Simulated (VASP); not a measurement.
# SiGe2 (P6/mmm) in VASP: notebook

SiGe2 is run at these levels: PBE; tasks: single point.

Program: VASP 6.6.1. These are calculated values, not measurements. Logs are shortened: lines on timing, memory, paths and dates and some standing lists are left out, and cuts for length are marked.

### Step 1. The cell of the first run

It takes space group P6/mmm (No. 191, hexagonal). Conventional cell: a = 4.877 Å, b = 4.877 Å, c = 2.609 Å, α = 90.00°, β = 90.00°, γ = 120.00°. Si (site symmetry 6/mmm) has 2 Si at 2.61 Å and 6 Ge at 2.82 Å within 3.4 Å. Within 3.4 Å of Ge (site symmetry -6m2) lie 5 Ge at 2.61 to 2.82 Å and 3 Si at 2.82 Å.

### Step 2. Single point, PBE

INCAR

```
SYSTEM = SiGe2
ALGO = Normal
EDIFF = 1E-6
ENCUT = 520
GGA = PE
ISIF = 2
ISMEAR = 0
LASPH = .TRUE.
LCHARG = .FALSE.
LREAL = .FALSE.
LWAVE = .FALSE.
NBANDS = 41
NELM = 80
PREC = Accurate
SIGMA = 0.2
```

KPOINTS

```
k-points
0
G
  8 4 4
  0 0 0
```

POSCAR

```
SiGe2
1.0
    0.0000000000      0.0000000000      2.6093863072
    4.8772251860      0.0000000000      0.0000000000
    0.0000000000      8.4476018220      0.0000000000
Si Ge
2 4
Direct
    0.5000000000      0.0000000000      0.0000000000
    0.5000000000      0.5000000000      0.5000000000
    0.5000000000      0.0000000000      0.3333333333
    0.5000000000      0.5000000000      0.8333333333
    0.5000000000      0.5000000000      0.1666666667
    0.5000000000      0.0000000000      0.6666666667
```

Potentials or basis: VASP PAW PBE potentials, release 64 (Si, Ge_d).

Launch:

```sh
$ cat potpaw_PBE.64/Si/POTCAR potpaw_PBE.64/Ge_d/POTCAR > POTCAR
$ mpirun -np 1 vasp_std > vasp.out
```

OUTCAR:

```text
SYSTEM = SiGe2
   EDIFF = 1E-6
   ENCUT = 520
   GGA = PE
   ISIF = 2
   ISMEAR = 0
   LASPH = .TRUE.
   LREAL = .FALSE.
   NELM = 80
   PREC = Accurate

 ion  position               nearest neighbor table
   1  0.500  0.000  0.000-   3 2.82   6 2.82   5 2.82   4 2.82   4 2.82   5 2.82
   2  0.500  0.500  0.500-   4 2.82   5 2.82   3 2.82   6 2.82   3 2.82   6 2.82
   3  0.500  0.000  0.333-   1 2.82   5 2.82   5 2.82   2 2.82   2 2.82   6 2.82
   4  0.500  0.500  0.833-   2 2.82   6 2.82   6 2.82   1 2.82   1 2.82   5 2.82
   5  0.500  0.500  0.167-   2 2.82   3 2.82   3 2.82   1 2.82   1 2.82   4 2.82
   6  0.500  0.000  0.667-   1 2.82   4 2.82   4 2.82   2 2.82   2 2.82   3 2.82

  LATTYP: Found a simple orthorhombic cell.
 ALAT       =     2.6093863072
 B/A-ratio  =     1.8691081395
 C/A-ratio  =     3.2373902625

  Lattice vectors:

 A1 = (   0.0000000000,   0.0000000000,   2.6093863072)
 A2 = (   4.8772251860,   0.0000000000,   0.0000000000)
 A3 = (   0.0000000000,   8.4476018220,   0.0000000000)

Analysis of symmetry for initial positions (statically):
=====================================================================
 Subroutine PRICEL returns following result:

  LATTYP: Found a hexagonal cell.
 ALAT       =     4.8772251860
 C/A-ratio  =     0.5350145232

  Lattice vectors:

 A1 = (  -4.8772251860,   0.0000000000,   0.0000000000)
 A2 = (   2.4386125930,  -4.2238009110,   0.0000000000)
 A3 = (   0.0000000000,   0.0000000000,   2.6093863072)

   2 primitive cells build up your supercell.

 Routine SETGRP: Setting up the symmetry group for a
 simple orthorhombic supercell.

 Subroutine GETGRP returns: Found  8 space group operations
 (whereof  8 operations were pure point group operations)
 out of a pool of  8 trial point group operations.

The static configuration has the point symmetry D_2h.

Analysis of symmetry for dynamics (positions and initial velocities):
=====================================================================
 Subroutine PRICEL returns following result:

  LATTYP: Found a hexagonal cell.
 ALAT       =     4.8772251860
 C/A-ratio  =     0.5350145232

  Lattice vectors:

 A1 = (  -4.8772251860,   0.0000000000,   0.0000000000)
 A2 = (   2.4386125930,  -4.2238009110,   0.0000000000)
 A3 = (   0.0000000000,   0.0000000000,   2.6093863072)

   2 primitive cells build up your supercell.

 Routine SETGRP: Setting up the symmetry group for a
 simple orthorhombic supercell.

 Subroutine GETGRP returns: Found  8 space group operations
 (whereof  8 operations were pure point group operations)
 out of a pool of  8 trial point group operations.

The dynamic configuration has the point symmetry D_2h.

 Subroutine INISYM returns: Found  8 space group operations
 (whereof  8 operations are pure point group operations),
 and found     2 'primitive' translations

----------------------------------------------------------------------------------------

                                     Primitive cell

  volume of cell :      53.7545

  direct lattice vectors                    reciprocal lattice vectors
    -4.877225186  0.000000000  0.000000000    -0.205034617 -0.118376792  0.000000000
     2.438612593 -4.223800911  0.000000000     0.000000000 -0.236753583  0.000000000
     0.000000000  0.000000000  2.609386307     0.000000000  0.000000000  0.383231872

  length of vectors
     4.877225186  4.877225186  2.609386307     0.236753583  0.236753583  0.383231872

  position of ions in fractional coordinates (direct lattice)
     0.000000000  0.000000000  0.500000000
     0.666666667  0.333333333  0.500000000
     0.333333333  0.666666667  0.500000000

  ion indices of the primitive-cell ions
   primitive index   ion index
                 1           1
                 2           3
                 3           6

----------------------------------------------------------------------------------------

 KPOINTS: k-points

Automatic generation of k-mesh.
 Grid dimensions read from file:
 generate k-points for:    8    4    4

 Generating k-lattice:

  Cartesian coordinates                     Fractional coordinates (reciprocal lattice)
     0.000000000  0.000000000  0.047903984     0.125000000  0.000000000  0.000000000
     0.051258654  0.000000000  0.000000000     0.000000000  0.250000000  0.000000000
     0.000000000  0.029594198  0.000000000     0.000000000  0.000000000  0.250000000

  Length of vectors
     0.047903984  0.051258654  0.029594198

  Shift w.r.t. Gamma in fractional coordinates (k-lattice)
     0.000000000  0.000000000  0.000000000

 Subroutine IBZKPT returns following result:
 ===========================================

 Found     45 irreducible k-points:

 Following reciprocal coordinates:
            Coordinates               Weight
  0.000000  0.000000  0.000000      1.000000
  0.125000  0.000000  0.000000      2.000000
  0.250000  0.000000  0.000000      2.000000
  0.375000  0.000000  0.000000      2.000000
  0.500000  0.000000  0.000000      1.000000
  0.000000  0.250000  0.000000      2.000000
[... 16 lines left out ...]
  0.250000  0.250000  0.250000      8.000000
  0.375000  0.250000  0.250000      8.000000
 [... further k-points ...]
   k-points           NKPTS =     45   k-points in BZ     NKDIM =     45   number of bands    NBANDS=     41
   number of dos      NEDOS =    301   number of ions     NIONS =      6
   total plane-waves  NPLWV =  46080
   dimension x,y,z NGX =    20 NGY =   36 NGZ =   64
   dimension x,y,z NGXF=    40 NGYF=   72 NGZF=  128
   ions per type =               2   4
   NGX,Y,Z   is equivalent  to a cutoff of  12.74, 12.27, 12.59 a.u.
   NGXF,Y,Z  is equivalent  to a cutoff of  25.48, 24.54, 25.19 a.u.
 SYSTEM =  SiGe2
   PREC   = accura    normal or accurate (medium, high low for compatibility)
   ISTART =      0    job   : 0-new  1-cont  2-samecut
   ICHARG =      2    charge: 1-file 2-atom 10-const
   ISPIN  =      1    spin polarized calculation?
   LNONCOLLINEAR =      F non collinear calculations
   LSORBIT =      F    spin-orbit coupling
   LASPH  =      T    aspherical Exc in radial PAW
   ENCUT  =  520.0 eV  38.22 Ry    6.18 a.u.   4.85  9.07 15.71*2*pi/ulx,y,z
   NELM   =     80;   NELMIN=  2; NELMDL= -5     # of ELM steps
   EDIFF  = 0.1E-05   stopping-criterion for ELM
   LREAL  =      F    real-space projection
   EDIFFG = 0.1E-04   stopping-criterion for IOM
   NSW    =      0    number of steps for IOM
   IBRION =     -1    ionic relax: 0-MD 1-quasi-New 2-CG
   NFREE  =      0    steps in history (QN), initial steepest desc. (CG)
   ISIF   =      2    stress and relaxation
   ISYM   =      2    0-nonsym 1-usesym 2-fastsym
   POTIM  = 0.5000    time-step for ionic-motion
   TEBEG  =    0.0;   TEEND  =   0.0 temperature during run
   PSTRESS=    0.0 pullay stress
   NELECT =      64.0000    total number of electrons
   NUPDOWN=      -1.0000    fix difference up-down
   EMIN   =  10.00;   EMAX   =-10.00  energy-range for DOS
   EFERMI =   0.00;   METHOD = LEGACY
   ISMEAR =     0;   SIGMA  =   0.20  broadening in eV -4-tet -1-fermi 0-gaus
   EFERMI_NEDOS =   21; number of points for ismear=-14 and -15
   IALGO  =     38    algorithm
   IMIX   =      4    mixing-type and parameters
     AMIX     =   0.40;   BMIX     =  1.00
     AMIX_MAG =   1.60;   BMIX_MAG =  1.00
  volume/ion in A,a.u.               =      17.92       120.92
  Fermi-wavevector in a.u.,A,eV,Ry     =   1.377167  2.602468 25.804660  1.896589
  Thomas-Fermi vector in A             =   2.502345
   LORBIT       =      0    0 simple, 1 ext, 2 COOP (PROOUT), +10 PAW based schemes
   GGA     = PE    functional components
   LHFCALC =     F    Hartree Fock is set to
   AEXX    =    0.0000 exact exchange contribution
   IVDW    =     0    specifies the selected vdW correction
   LEPSILON=     F    determine dielectric tensor
   LRPA    =     F    only Hartree local field effects (RPA)
 non-spin polarized calculation
 Gauss-broadening in eV      SIGMA  =   0.20
  energy-cutoff  :      520.00
  volume of cell :      107.51
 maximum number of plane-waves:      2932
 NGX is ok and might be reduce to    20

 number of electron      64.0000009 magnetization

 Free energy of the ion-electron system (eV)
  ---------------------------------------------------
  ext. energy  EPLUGINS =         0.00000000
  ---------------------------------------------------
  free energy    TOTEN  =       -26.83551409 eV

  energy without entropy =      -26.77291158  energy(sigma->0) =      -26.80421284

 E-fermi :   7.4101     XC(G=0): -11.0921

 val. band max:        7.3881925523   @ k =   0.2500   0.2500   0.5000
 cond. band min:       7.4915015235   @ k =   0.3750   0.2500   0.5000
 fundamental gap:      0.1033089712
 Fermi energy:         7.4101381297

 k-point     1 :       0.0000    0.0000    0.0000
  band No.  band energies     occupation
      1     -17.5735      2.00000
      2     -17.5596      2.00000
      3     -17.5426      2.00000
      4     -17.5181      2.00000
      5     -17.4728      2.00000
      6     -17.4540      2.00000
[... 33 lines left out ...]
     40      15.6776      0.00000
     41      16.2338      0.00000

 k-point     2 :       0.1250    0.0000    0.0000
  band No.  band energies     occupation
      1     -17.5340      2.00000
      2     -17.5210      2.00000
      3     -17.5068      2.00000
      4     -17.4756      2.00000
      5     -17.4705      2.00000
      6     -17.4458      2.00000
[... 33 lines left out ...]
     40      14.3903      0.00000
     41      15.9769      0.00000

 k-point     3 :       0.2500    0.0000    0.0000
  band No.  band energies     occupation
      1     -17.4650      2.00000
      2     -17.4633      2.00000
      3     -17.4410      2.00000
      4     -17.4374      2.00000
      5     -17.4368      2.00000
      6     -17.4347      2.00000
[... 875 lines left out ...]
      2     -17.4555      2.00000
      3     -17.4539      2.00000
      4     -17.4485      2.00000
      5     -17.4396      2.00000
      6     -17.4347      2.00000
[... 33 lines left out ...]
     40      11.6437      0.00000
     41      11.7986      0.00000

 k-point    24 :       0.3750    0.2500    0.2500
  band No.  band energies     occupation
      1     -17.4693      2.00000
      2     -17.4517      2.00000
      3     -17.4500      2.00000
      4     -17.4460      2.00000
      5     -17.4445      2.00000
      6     -17.4417      2.00000
[... 33 lines left out ...]
     40      12.1034      0.00000
     41      12.5784      0.00000

 [... further k-points ...]

------------------------ aborting loop because EDIFF is reached ----------------------------------------

  FORCE on cell =-STRESS in cart. coord.  units (eV):
  Direction    XX          YY          ZZ          XY          YZ          ZX
  --------------------------------------------------------------------------------------
  -------------------------------------------------------------------------------------
  Total       -2.2301734     -0.3892492      2.1173057      0.0000000      0.0000000      0.0000000
  in kB      -33.2356817     -5.8008779     31.5536445      0.0000000      0.0000000      0.0000000
  external PRESSURE =      -2.4943050 kB  Pullay stress =       0.0000000 kB

 VOLUME and BASIS-vectors are now :
 -----------------------------------------------------------------------------
  energy-cutoff  :      520.00
  volume of cell :      107.51
      direct lattice vectors                 reciprocal lattice vectors
     0.000000000  0.000000000  2.609386307     0.000000000  0.000000000  0.383231872
     4.877225186  0.000000000  0.000000000     0.205034617  0.000000000  0.000000000
     0.000000000  8.447601822  0.000000000     0.000000000  0.118376792  0.000000000

 POSITION                                       TOTAL-FORCE (eV/Angst)
 -----------------------------------------------------------------------------------
      0.00000      0.00000      1.30469         0.000000     -0.000000     -0.000000
      2.43861      4.22380      1.30469         0.000000     -0.000000     -0.000000
      0.00000      2.81587      1.30469         0.000000      0.012317      0.000000
      2.43861      7.03967      1.30469        -0.000000      0.012317      0.000000
      2.43861      1.40793      1.30469        -0.000000     -0.012317     -0.000000
      0.00000      5.63173      1.30469         0.000000     -0.012317      0.000000
 -----------------------------------------------------------------------------------
    total drift:                                0.000000      0.000000     -0.000000

  FREE ENERGIE OF THE ION-ELECTRON SYSTEM (eV)
  ---------------------------------------------------
  free  energy   TOTEN  =       -26.8355140937 eV

  energy  without entropy=      -26.7729115775  energy(sigma->0) =      -26.80421284
```

It took 69 s on 1 thread of Intel Xeon 6975P-C (Granite Rapids), shared host; peak memory 0.29 GiB.

What came out:

| Quantity | Value |
| --- | --- |
| Free energy | -26.8355 eV |
| Pressure | -0.2 GPa |
| Largest force | 0.012 eV/Å |
| Band gap on the k mesh | zero (bands 32 and 33 overlap by 3.07 eV) |

Forces on the atoms (eV/Å):
```
Si   0.000  0.000  0.000
Si   0.000  0.000  0.000
Ge   0.000  0.012  0.000
Ge   0.000  0.012  0.000
Ge   0.000 -0.012  0.000
Ge   0.000 -0.012  0.000
```

### Step 3. Single point, PBE

This run uses another cell than the first one: it holds 3 atoms, not 6.

INCAR

```
PREC = Accurate
ENCUT = 520
EDIFF = 1E-6
ISMEAR = 0
SIGMA = 0.1
LREAL = F
LASPH = T
NELM = 100
ALGO = Normal
ISIF = 2
LWAVE = F
LCHARG = F
GGA = PE
NBANDS = 23
```

KPOINTS

```
Automatic mesh
0
Gamma
  12 12 18
```

POSCAR

```
SiGe2
1.0
    4.8772251860      0.0000000000      0.0000000000
   -2.4386125930      4.2238009110      0.0000000000
    0.0000000000      0.0000000000      2.6093863072
Si Ge
1 2
Direct
    0.0000000000      0.0000000000      0.5000000000
    0.3333333333      0.6666666667      0.5000000000
    0.6666666667      0.3333333333      0.5000000000
```

Potentials or basis: VASP PAW PBE potentials, release 64 (Si, Ge_d).

Launch:

```sh
$ cat potpaw_PBE.64/Si/POTCAR potpaw_PBE.64/Ge_d/POTCAR > POTCAR
$ mpirun -np 1 vasp_std > vasp.out
```

OUTCAR:

```text
PREC = Accurate
   ENCUT = 520
   EDIFF = 1E-6
   ISMEAR = 0
   LREAL = F
   LASPH = T
   NELM = 100
   ISIF = 2
   GGA = PE

 ion  position               nearest neighbor table
   1  0.000  0.000  0.500-   2 2.82   3 2.82   2 2.82   3 2.82   3 2.82   2 2.82
   2  0.333  0.667  0.500-   3 2.82   1 2.82   3 2.82   1 2.82   1 2.82   3 2.82
   3  0.667  0.333  0.500-   2 2.82   1 2.82   2 2.82   1 2.82   1 2.82   2 2.82

  LATTYP: Found a hexagonal cell.
 ALAT       =     4.8772251860
 C/A-ratio  =     0.5350145232

  Lattice vectors:

 A1 = (   4.8772251860,   0.0000000000,   0.0000000000)
 A2 = (  -2.4386125930,   4.2238009110,   0.0000000000)
 A3 = (   0.0000000000,   0.0000000000,   2.6093863072)

Analysis of symmetry for initial positions (statically):
=====================================================================
 Subroutine PRICEL returns:
 Original cell was already a primitive cell.

 Routine SETGRP: Setting up the symmetry group for a
 hexagonal supercell.

[... 164 lines left out ...]
  free energy    TOTEN  =       -13.49147946 eV

  energy without entropy =      -13.48428454  energy(sigma->0) =      -13.48788200

 E-fermi :   7.2347     XC(G=0): -11.0891

 val. band max:        7.2341365021   @ k =   0.1667   0.1667   0.3889
 cond. band min:       7.2396120822   @ k =   0.3333   0.0833   0.3889
 fundamental gap:      0.0054755800
 Fermi energy:         7.2346558875

 k-point     1 :       0.0000    0.0000    0.0000
  band No.  band energies     occupation
      1     -17.5649      2.00000
      2     -17.5093      2.00000
      3     -17.4443      2.00000
      4     -17.4443      2.00000
      5     -17.4027      2.00000
      6     -17.4027      2.00000
[... 613 lines left out ...]
     22      17.2057      0.00000
     23      18.2249      0.00000

 [... further k-points ...]

------------------------ aborting loop because EDIFF is reached ----------------------------------------

  FORCE on cell =-STRESS in cart. coord.  units (eV):
  Direction    XX          YY          ZZ          XY          YZ          ZX
  --------------------------------------------------------------------------------------
  -------------------------------------------------------------------------------------
  Total        0.0167785      0.0167785      0.0113653     -0.0000000      0.0000000      0.0000000
  in kB        0.5000912      0.5000912      0.3387472     -0.0000000      0.0000000      0.0000000
  external PRESSURE =       0.4463099 kB  Pullay stress =       0.0000000 kB

 VOLUME and BASIS-vectors are now :
 -----------------------------------------------------------------------------
  energy-cutoff  :      520.00
  volume of cell :       53.75
      direct lattice vectors                 reciprocal lattice vectors
     4.877225186  0.000000000  0.000000000     0.205034617  0.118376792  0.000000000
    -2.438612593  4.223800911  0.000000000     0.000000000  0.236753583  0.000000000
     0.000000000  0.000000000  2.609386307     0.000000000  0.000000000  0.383231872

 POSITION                                       TOTAL-FORCE (eV/Angst)
 -----------------------------------------------------------------------------------
      0.00000      0.00000      1.30469        -0.000000      0.000000     -0.000000
     -0.00000      2.81587      1.30469         0.000000     -0.000000      0.000000
      2.43861      1.40793      1.30469        -0.000000      0.000000     -0.000000
 -----------------------------------------------------------------------------------
    total drift:                                0.000000      0.000000     -0.000000

  FREE ENERGIE OF THE ION-ELECTRON SYSTEM (eV)
  ---------------------------------------------------
  free  energy   TOTEN  =       -13.4914794575 eV

  energy  without entropy=      -13.4842845416  energy(sigma->0) =      -13.48788200
```

OSZICAR:

```text
N       E                     dE             d eps       ncg     rms          rms(c)
DAV:   1     0.218727302946E+03    0.21873E+03   -0.15562E+04 10175   0.351E+03
DAV:   2     0.190664458286E+02   -0.19966E+03   -0.19094E+03  8838   0.659E+02
DAV:   3    -0.124614471093E+02   -0.31528E+02   -0.31078E+02 10595   0.144E+02
DAV:   4    -0.135063836278E+02   -0.10449E+01   -0.10436E+01  9986   0.299E+01
DAV:   5    -0.135268852272E+02   -0.20502E-01   -0.20500E-01 10613   0.469E+00    0.304E+00
DAV:   6    -0.134997658422E+02    0.27119E-01   -0.40965E-02 12212   0.284E+00    0.174E+00
DAV:   7    -0.134916885434E+02    0.80773E-02   -0.24191E-02 11809   0.164E+00    0.263E-01
DAV:   8    -0.134914345550E+02    0.25399E-03   -0.21266E-03 11232   0.565E-01    0.993E-02
DAV:   9    -0.134914810296E+02   -0.46475E-04   -0.22400E-04 10603   0.181E-01    0.467E-02
DAV:  10    -0.134914810684E+02   -0.38781E-07   -0.13839E-05 10471   0.355E-02    0.748E-03
DAV:  11    -0.134914799413E+02    0.11271E-05   -0.21762E-06  7473   0.226E-02    0.239E-03
DAV:  12    -0.134914794575E+02    0.48379E-06   -0.59208E-07  6205   0.883E-03
   1 F= -.13491479E+02 E0= -.13487882E+02  d E =-.719492E-02
```

It took 54 s on 1 thread of Intel Xeon 6975P-C (Granite Rapids), shared host; peak memory 0.31 GiB.

What came out:

```
Free energy            : -13.4915 eV
Pressure               : 0.0 GPa
Band gap on the k mesh : zero (bands 16 and 17 overlap by 5.48 eV)
```

Levels at points of the mesh, in eV from the Fermi level:
| k point | band 14 | band 15 | band 16 | band 17 | band 18 | band 19 |
| --- | --- | --- | --- | --- | --- | --- |
| (0.00, 0.00, 0.00) | -3.78 | -3.78 | -3.63 | -3.63 | 7.23 | 8.44 |
| (0.50, 0.00, 0.00) | -5.83 | 0.48 | 0.56 | 2.19 | 2.49 | 4.19 |
| (0.00, 0.00, 0.50) | -1.21 | -1.18 | -1.17 | -0.39 | -0.39 | -0.28 |
| (0.50, 0.00, 0.50) | -4.20 | -3.19 | -2.44 | -2.01 | 2.90 | 4.43 |
